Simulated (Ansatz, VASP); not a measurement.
**HfN in VASP and in Ansatz**

```
CELL_PARAMETERS angstrom
3.16478 0.00000 0.00000
-1.58239 2.74078 0.00000
0.00000 0.00000 6.13708
ATOMIC_POSITIONS crystal
Hf 0.33333 0.66667 0.03015
Hf 0.66667 0.33333 0.53015
N 0.33333 0.66667 0.35485
N 0.66667 0.33333 0.85485
```

Alike in both runs: task single point; functional PBEsol; k mesh 6 × 6 × 4; occupations gaussian, width 0.1 eV; no spin polarisation.

|  | VASP | Ansatz |
| --- | --- | --- |
| version | VASP 6.6.1 | Ansatz 0.2.0 |
| potentials or method | VASP PAW PBE potentials, release 64 (Hf_pv, N), cutoff 520 eV | scalar-relativistic, plane waves, PAW |
| valence electrons in the cell | 30 | 62 |

|  | VASP | Ansatz | Ansatz less VASP |
| --- | --- | --- | --- |
| gap on the k mesh at the Fermi level (eV) | none | none | - |
| pressure (GPa) | 12.9 | 13.6 | +0.67 |
| traceless stress, the component that is largest in VASP (GPa) | -8.33 | -8.36 | -0.026 |
| rms of the force components (eV/Å) | 0.671 | 0.663 | -0.0082 |

VASP's potentials were made for PBE, not for PBEsol. Atom by atom the forces differ by 0.008 eV/Å (rms over components). A gap of «none» marks a metal or a gap that the smearing closes. VASP's potentials hold 30 valence electrons a cell and Ansatz's 62, so a difference there can come from the potentials and not from the codes.

The k mesh is coarse, so the values compare programs but aren't converged. Spin-orbit coupling is off throughout.
